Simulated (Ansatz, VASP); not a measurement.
**One calculation of PbF2, two programs**

```xyz
3
Lattice="0.0000 2.9579 2.9579 2.9579 0.0000 2.9579 2.9579 2.9579 0.0000" Properties=species:S:1:pos:R:3 pbc="T T T"
Pb    0.0000    0.0000    0.0000
F     4.4369    4.4369    4.4369
F     1.4790    1.4790    1.4790
```

Change from the starting cell: shortest bond scaled by 1, crystal datasets.

Alike in both runs: task electric field gradients; functional PBE; k mesh 7 × 7 × 7; occupations fermi-dirac, width 0.03 eV; no spin polarisation.

|  | VASP | Ansatz |
| --- | --- | --- |
| version | VASP 6.6.1 | Ansatz 0.2.0 |
| potentials or method | VASP PAW PBE potentials, release 64 (Pb_d, F), cutoff 520 eV | all-electron PAW with datasets made for the crystal, scalar-relativistic |

Ansatz gave:

```
gap on the k mesh at the Fermi level (eV) : 4.46
pressure (GPa)                            : 3.2
```

Estimate VASP's values.

gap on the k mesh at the Fermi level (eV): 4.46; pressure (GPa): 2.9.

Ansatz ran all-electron here, and VASP with PAW potentials.

Spin-orbit coupling is off throughout.
